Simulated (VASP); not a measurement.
# Lu2Si3P (P-6m2) in VASP: further runs

Runs on Lu2Si3P. Level: PBE. Tasks: single point.

All numbers are computed with VASP 6.6.1; they aren't measurements. Logs are shortened: lines on timing, memory, paths and dates and some standing lists are left out, and cuts for length are marked.

## (1) The cell of the first run

It takes space group P-6m2 (No. 187, hexagonal). Conventional cell: a = 4.025 Å, b = 4.025 Å, c = 7.918 Å, α = 90.00°, β = 90.00°, γ = 120.00°. Lu (site symmetry 3m) has 3 P at 3.02 Å and 9 Si at 3.02 to 3.09 Å and 1 Lu at 3.85 Å within 4.0 Å. Si (site symmetry -6m2) has 3 Si at 2.32 Å and 6 Lu at 3.09 Å within 3.1 Å. Si (site symmetry -6m2) has 3 P at 2.32 Å and 6 Lu at 3.02 Å within 3.1 Å. Si (site symmetry -6m2) has 3 Si at 2.32 Å and 6 Lu at 3.09 Å within 3.1 Å. P (site symmetry -6m2) has 3 Si at 2.32 Å and 6 Lu at 3.02 Å within 3.1 Å.

## (2) Single point, PBE

INCAR

```
ALGO = Normal ; EDIFF = 1E-7
ENCUT = 520 ; GGA = PE
ISIF = 2 ; ISMEAR = 0
LASPH = T ; LCHARG = T
LELF = T ; LREAL = F
LVHAR = T ; LWAVE = F
NBANDS = 42 ; NELM = 100
PREC = Accurate ; SIGMA = 0.1
```

KPOINTS

```
k-points
0
Gamma
  6 6 2
```

POSCAR

```
Lu2Si3P
1.0
    4.0253567900      0.0000000000      0.0000000000
   -2.0126784000      3.4860612400      0.0000000000
    0.0000000000      0.0000000000      7.9180435000
Lu Si P
2 3 1
Direct
    0.3333333300      0.6666666700      0.2428220100
    0.3333333300      0.6666666700      0.7571779900
    0.6666666700      0.3333333300      0.5000000000
    0.0000000000      0.0000000000      0.0000000000
    0.0000000000      0.0000000000      0.5000000000
    0.6666666700      0.3333333300      0.0000000000
```

Potentials or basis: VASP PAW PBE potentials, release 64 (Lu, Si, P).

Command:

```bash
> cat potpaw_PBE.64/Lu/POTCAR potpaw_PBE.64/Si/POTCAR potpaw_PBE.64/P/POTCAR > POTCAR
> mpirun -np 1 vasp_std > vasp.out
```

OUTCAR:

```text
EDIFF = 1E-7
   ENCUT = 520
   GGA = PE
   ISIF = 2
   ISMEAR = 0
   LASPH = T
   LREAL = F
   NELM = 100
   PREC = Accurate

 ion  position               nearest neighbor table
   1  0.333  0.667  0.243-   6 3.02   6 3.02   4 3.02   4 3.02   4 3.02   6 3.02   3 3.09   3 3.09
                             5 3.09   5 3.09   5 3.09   3 3.09
   2  0.333  0.667  0.757-   6 3.02   6 3.02   4 3.02   4 3.02   4 3.02   6 3.02   3 3.09   3 3.09
                             5 3.09   5 3.09   5 3.09   3 3.09
   3  0.667  0.333  0.500-   5 2.32   5 2.32   5 2.32   2 3.09   1 3.09   2 3.09   1 3.09   1 3.09
                             2 3.09
   4  0.000  0.000  0.000-   6 2.32   6 2.32   6 2.32   1 3.02   2 3.02   1 3.02   2 3.02   1 3.02
                             2 3.02
   5  0.000  0.000  0.500-   3 2.32   3 2.32   3 2.32   1 3.09   2 3.09   1 3.09   2 3.09   1 3.09
                             2 3.09
   6  0.667  0.333  0.000-   4 2.32   4 2.32   4 2.32   2 3.02   1 3.02   2 3.02   1 3.02   1 3.02
                             2 3.02

  LATTYP: Found a hexagonal cell.
 ALAT       =     4.0253567900
 C/A-ratio  =     1.9670414110

  Lattice vectors:

 A1 = (   4.0253567900,   0.0000000000,   0.0000000000)
 A2 = (  -2.0126784000,   3.4860612400,   0.0000000000)
 A3 = (   0.0000000000,   0.0000000000,   7.9180435000)

Analysis of symmetry for initial positions (statically):
=====================================================================
 Subroutine PRICEL returns:
 Original cell was already a primitive cell.

 Routine SETGRP: Setting up the symmetry group for a
 hexagonal supercell.

 Subroutine GETGRP returns: Found 12 space group operations
 (whereof 12 operations were pure point group operations)
 out of a pool of 24 trial point group operations.

The static configuration has the point symmetry D_3h.

Analysis of symmetry for dynamics (positions and initial velocities):
=====================================================================
 Subroutine PRICEL returns:
 Original cell was already a primitive cell.

 Routine SETGRP: Setting up the symmetry group for a
 hexagonal supercell.

 Subroutine GETGRP returns: Found 12 space group operations
 (whereof 12 operations were pure point group operations)
 out of a pool of 24 trial point group operations.

The dynamic configuration has the point symmetry D_3h.

 Subroutine INISYM returns: Found 12 space group operations
 (whereof 12 operations are pure point group operations),
 and found     1 'primitive' translations

----------------------------------------------------------------------------------------

                                     Primitive cell

  volume of cell :     111.1111

  direct lattice vectors                    reciprocal lattice vectors
     4.025356790  0.000000000  0.000000000     0.248425184  0.143428347  0.000000000
    -2.012678400  3.486061240  0.000000000     0.000000000  0.286856693  0.000000000
     0.000000000  0.000000000  7.918043500     0.000000000  0.000000000  0.126293825

  length of vectors
     4.025356790  4.025356793  7.918043500     0.286856694  0.286856693  0.126293825

  position of ions in fractional coordinates (direct lattice)
     0.333333330  0.666666670  0.242822010
     0.333333330  0.666666670  0.757177990
     0.666666670  0.333333330  0.500000000
     0.000000000  0.000000000  0.000000000
     0.000000000  0.000000000  0.500000000
     0.666666670  0.333333330  0.000000000

  ion indices of the primitive-cell ions
   primitive index   ion index
                 1           1
                 2           2
                 3           3
                 4           4
                 5           5
                 6           6

----------------------------------------------------------------------------------------

 KPOINTS: k-points

Automatic generation of k-mesh.
 Grid dimensions read from file:
 generate k-points for:    6    6    2

 Generating k-lattice:

  Cartesian coordinates                     Fractional coordinates (reciprocal lattice)
     0.041404197  0.023904725  0.000000000     0.166666667 -0.000000000  0.000000000
     0.000000000  0.047809449  0.000000000     0.000000000  0.166666667  0.000000000
     0.000000000  0.000000000  0.063146912     0.000000000  0.000000000  0.500000000

  Length of vectors
     0.047809449  0.047809449  0.063146912

  Shift w.r.t. Gamma in fractional coordinates (k-lattice)
     0.000000000  0.000000000  0.000000000

 Subroutine IBZKPT returns following result:
 ===========================================

 Found     14 irreducible k-points:

 Following reciprocal coordinates:
            Coordinates               Weight
  0.000000  0.000000  0.000000      1.000000
  0.166667  0.000000  0.000000      6.000000
  0.333333  0.000000  0.000000      6.000000
  0.500000  0.000000  0.000000      3.000000
  0.166667  0.166667  0.000000      6.000000
  0.333333  0.166667  0.000000     12.000000
  0.333333  0.333333  0.000000      2.000000
  0.000000  0.000000  0.500000      1.000000
  0.166667  0.000000  0.500000      6.000000
  0.333333  0.000000  0.500000      6.000000
  0.500000  0.000000  0.500000      3.000000
  0.166667  0.166667  0.500000      6.000000
  0.333333  0.166667  0.500000     12.000000
  0.333333  0.333333  0.500000      2.000000
   k-points           NKPTS =     14   k-points in BZ     NKDIM =     14   number of bands    NBANDS=     42
   number of dos      NEDOS =    301   number of ions     NIONS =      6
   total plane-waves  NPLWV =  54000
   dimension x,y,z NGX =    30 NGY =   30 NGZ =   60
   dimension x,y,z NGXF=    60 NGYF=   60 NGZF=  120
   ions per type =               2   3   1
   NGX,Y,Z   is equivalent  to a cutoff of  12.39, 12.39, 12.60 a.u.
   NGXF,Y,Z  is equivalent  to a cutoff of  24.78, 24.78, 25.20 a.u.
 SYSTEM =  unknown system
   PREC   = accura    normal or accurate (medium, high low for compatibility)
   ISTART =      0    job   : 0-new  1-cont  2-samecut
   ICHARG =      2    charge: 1-file 2-atom 10-const
   ISPIN  =      1    spin polarized calculation?
   LNONCOLLINEAR =      F non collinear calculations
   LSORBIT =      F    spin-orbit coupling
   LASPH  =      T    aspherical Exc in radial PAW
   ENCUT  =  520.0 eV  38.22 Ry    6.18 a.u.   7.48  7.48 14.72*2*pi/ulx,y,z
   NELM   =    100;   NELMIN=  2; NELMDL= -5     # of ELM steps
   EDIFF  = 0.1E-06   stopping-criterion for ELM
   LREAL  =      F    real-space projection
   EDIFFG = 0.1E-05   stopping-criterion for IOM
   NSW    =      0    number of steps for IOM
   IBRION =     -1    ionic relax: 0-MD 1-quasi-New 2-CG
   NFREE  =      0    steps in history (QN), initial steepest desc. (CG)
   ISIF   =      2    stress and relaxation
   ISYM   =      2    0-nonsym 1-usesym 2-fastsym
   POTIM  = 0.5000    time-step for ionic-motion
   TEBEG  =    0.0;   TEEND  =   0.0 temperature during run
   PSTRESS=    0.0 pullay stress
   NELECT =      67.0000    total number of electrons
   NUPDOWN=      -1.0000    fix difference up-down
   EMIN   =  10.00;   EMAX   =-10.00  energy-range for DOS
   EFERMI =   0.00;   METHOD = LEGACY
   ISMEAR =     0;   SIGMA  =   0.10  broadening in eV -4-tet -1-fermi 0-gaus
   EFERMI_NEDOS =   21; number of points for ismear=-14 and -15
   IALGO  =     38    algorithm
   IMIX   =      4    mixing-type and parameters
     AMIX     =   0.40;   BMIX     =  1.00
     AMIX_MAG =   1.60;   BMIX_MAG =  1.00
  volume/ion in A,a.u.               =      18.52       124.97
  Fermi-wavevector in a.u.,A,eV,Ry     =   1.383080  2.613642 26.026729  1.912911
  Thomas-Fermi vector in A             =   2.507711
   LORBIT       =      0    0 simple, 1 ext, 2 COOP (PROOUT), +10 PAW based schemes
   GGA     = PE    functional components
   LHFCALC =     F    Hartree Fock is set to
   AEXX    =    0.0000 exact exchange contribution
   IVDW    =     0    specifies the selected vdW correction
   LEPSILON=     F    determine dielectric tensor
   LRPA    =     F    only Hartree local field effects (RPA)
 non-spin polarized calculation
 Gauss-broadening in eV      SIGMA  =   0.10
  energy-cutoff  :      520.00
  volume of cell :      111.11
 maximum number of plane-waves:      3017
 NGX is ok and might be reduce to    30
   NGX = 15   NGY = 15   NGZ = 29

 number of electron      66.9999989 magnetization

 Free energy of the ion-electron system (eV)
  ---------------------------------------------------
  ext. energy  EPLUGINS =         0.00000000
  ---------------------------------------------------
  free energy    TOTEN  =       -33.20139123 eV

  energy without entropy =      -33.18243916  energy(sigma->0) =      -33.19191520

 E-fermi :   6.8145     XC(G=0): -11.1101

 val. band max:        6.7787022931   @ k =   0.1667   0.0000   0.0000
 cond. band min:       6.8673684968   @ k =   0.3333   0.1667   0.5000
 fundamental gap:      0.0886662037
 Fermi energy:         6.8144581618

 k-point     1 :       0.0000    0.0000    0.0000
  band No.  band energies     occupation
      1     -49.8859      2.00000
      2     -49.8843      2.00000
      3     -20.6079      2.00000
      4     -20.5478      2.00000
      5     -20.5478      2.00000
      6     -20.5393      2.00000
[... 34 lines left out ...]
     41       9.5120      0.00000
     42       9.5155      0.00000

 k-point     2 :       0.1667    0.0000    0.0000
  band No.  band energies     occupation
      1     -49.8853      2.00000
      2     -49.8837      2.00000
      3     -20.6015      2.00000
      4     -20.5721      2.00000
      5     -20.5615      2.00000
      6     -20.5535      2.00000
[... 34 lines left out ...]
     41       9.1563      0.00000
     42      10.1687      0.00000

 k-point     3 :       0.3333    0.0000    0.0000
  band No.  band energies     occupation
      1     -49.8843      2.00000
      2     -49.8826      2.00000
      3     -20.6202      2.00000
      4     -20.6053      2.00000
      5     -20.5884      2.00000
      6     -20.5647      2.00000
[... 447 lines left out ...]
      4     -20.6212      2.00000
      5     -20.5791      2.00000
      6     -20.5756      2.00000
[... 34 lines left out ...]
     41      10.3725      0.00000
     42      10.6436      0.00000

 k-point    14 :       0.3333    0.3333    0.5000
  band No.  band energies     occupation
      1     -49.8830      2.00000
      2     -49.8823      2.00000
      3     -20.6103      2.00000
      4     -20.6093      2.00000
      5     -20.6056      2.00000
      6     -20.6053      2.00000
[... 34 lines left out ...]
     41       9.9462      0.00000
     42      10.3605      0.00000

------------------------ aborting loop because EDIFF is reached ----------------------------------------

  FORCE on cell =-STRESS in cart. coord.  units (eV):
  Direction    XX          YY          ZZ          XY          YZ          ZX
  --------------------------------------------------------------------------------------
  -------------------------------------------------------------------------------------
  Total        1.2671949      1.2671949     -4.2447692     -0.0000000      0.0000000      0.0000000
  in kB       18.2724471     18.2724471    -61.2078867     -0.0000000      0.0000000      0.0000000
  external PRESSURE =      -8.2209975 kB  Pullay stress =       0.0000000 kB

 VOLUME and BASIS-vectors are now :
 -----------------------------------------------------------------------------
  energy-cutoff  :      520.00
  volume of cell :      111.11
      direct lattice vectors                 reciprocal lattice vectors
     4.025356790  0.000000000  0.000000000     0.248425184  0.143428347  0.000000000
    -2.012678400  3.486061240  0.000000000     0.000000000  0.286856693  0.000000000
     0.000000000  0.000000000  7.918043500     0.000000000  0.000000000  0.126293825

 POSITION                                       TOTAL-FORCE (eV/Angst)
 -----------------------------------------------------------------------------------
     -0.00000      2.32404      1.92268         0.000000     -0.000000     -0.270676
     -0.00000      2.32404      5.99537         0.000000     -0.000000      0.270676
      2.01268      1.16202      3.95902        -0.000000      0.000000      0.000000
      0.00000      0.00000      0.00000        -0.000000     -0.000000      0.000000
      0.00000      0.00000      3.95902        -0.000000     -0.000000      0.000000
      2.01268      1.16202      0.00000        -0.000000     -0.000000      0.000000
 -----------------------------------------------------------------------------------
    total drift:                                0.000094     -0.000054     -0.000000

  FREE ENERGIE OF THE ION-ELECTRON SYSTEM (eV)
  ---------------------------------------------------
  free  energy   TOTEN  =       -33.2013912312 eV

  energy  without entropy=      -33.1824391623  energy(sigma->0) =      -33.19191520
```

It took 94 s on 1 thread of Oxide Virtual Turin-like, shared host; peak memory 0.22 GiB.

What came out:

| Quantity | Value |
| --- | --- |
| Free energy | -33.2014 eV |
| Pressure | -0.8 GPa |
| Largest force | 0.271 eV/Å |

Forces in eV/Å, atoms in the order of the input:
```
Lu   0.000  0.000 -0.271
Lu   0.000  0.000  0.271
Si   0.000  0.000  0.000
Si   0.000  0.000  0.000
Si   0.000  0.000  0.000
P    0.000  0.000  0.000
```

Caveat: the k points lie up to 0.40 Å⁻¹ apart; spin-orbit coupling is left out, which moves the levels of the heavy elements.

## (3) Single point, PBE

This run uses another cell than the first one, of 18.22 Å³/atom, 0.984 times its volume.

INCAR

```
SYSTEM = Lu2Si3P
PREC     = Accurate       ! precision mode
ENCUT    = 520            ! plane-wave cutoff, eV
EDIFF    = 1E-6           ! SCF threshold, eV
ISMEAR   = 0              ! smearing method
SIGMA    = 0.1            ! smearing width, eV
LREAL    = .FALSE.        ! projectors in reciprocal space
LASPH    = .TRUE.         ! aspherical terms in the spheres
NELM     = 100            ! most SCF steps
ALGO     = Normal         ! electronic algorithm
ISIF     = 2              ! what is computed and relaxed
LWAVE    = .FALSE.        ! write WAVECAR
LCHARG   = .FALSE.        ! write CHGCAR
GGA      = PE             ! functional
NBANDS   = 42             ! bands
```

KPOINTS

```
Automatic mesh
0
G
  12 12 6
  0 0 0
```

POSCAR

```
Lu2Si3P
1.0
    4.1171636501      0.0000000030      0.0000000000
   -2.0585818276      3.5655683111      0.0000000000
    0.0000000000      0.0000000000      7.4473804566
Lu Si P
2 3 1
Direct
    0.3333333333      0.6666666667      0.2442793771
    0.3333333333      0.6666666667      0.7557206229
    0.6666666667      0.3333333333      0.5000000000
    0.0000000000      0.0000000000      0.0000000000
    0.0000000000      0.0000000000      0.5000000000
    0.6666666667      0.3333333333      0.0000000000
```

Potentials or basis: VASP PAW PBE potentials, release 64 (Lu, Si, P).

Command:

```bash
> cat potpaw_PBE.64/Lu/POTCAR potpaw_PBE.64/Si/POTCAR potpaw_PBE.64/P/POTCAR > POTCAR
> mpirun -np 1 vasp_std > vasp.out
```

It took 7.6 min on 1 thread of Oxide Virtual Turin-like, shared host; peak memory 0.41 GiB.

Results (log left out):

```
Free energy   : -33.3314 eV
Pressure      : 0.1 GPa
Largest force : 0.011 eV/Å
```

Forces in eV/Å, atoms in the order of the input:
```
Lu   0.000  0.000  0.011
Lu   0.000  0.000 -0.011
Si   0.000  0.000  0.000
Si   0.000  0.000  0.000
Si   0.000  0.000  0.000
P    0.000  0.000  0.000
```

Stress tensor (GPa, compression positive):
```
0.02 0.00 0.00
0.00 0.02 0.00
0.00 0.00 0.21
```

Levels at points of the mesh, in eV from the Fermi level:
```tsv
k point	band 29	band 30	band 31	band 32	band 33	band 34	band 35	band 36	band 37	band 38
(0.00, 0.00, 0.00)	-2.76	-2.76	-2.10	-1.52	-1.52	-1.25	-0.78	0.54	0.54	0.61
(0.50, 0.00, 0.00)	-4.15	-3.73	-3.34	-2.11	-0.83	1.10	2.04	2.39	2.51	2.61
(0.00, 0.00, 0.50)	-3.10	-3.10	-3.02	-1.09	-1.04	-1.04	-0.50	-0.50	1.24	1.42
(0.50, 0.00, 0.50)	-3.71	-3.00	-2.81	-2.55	-1.73	-1.41	2.28	2.49	2.84	3.19
```

Caveat: spin-orbit coupling is left out, which moves the levels of the heavy elements.
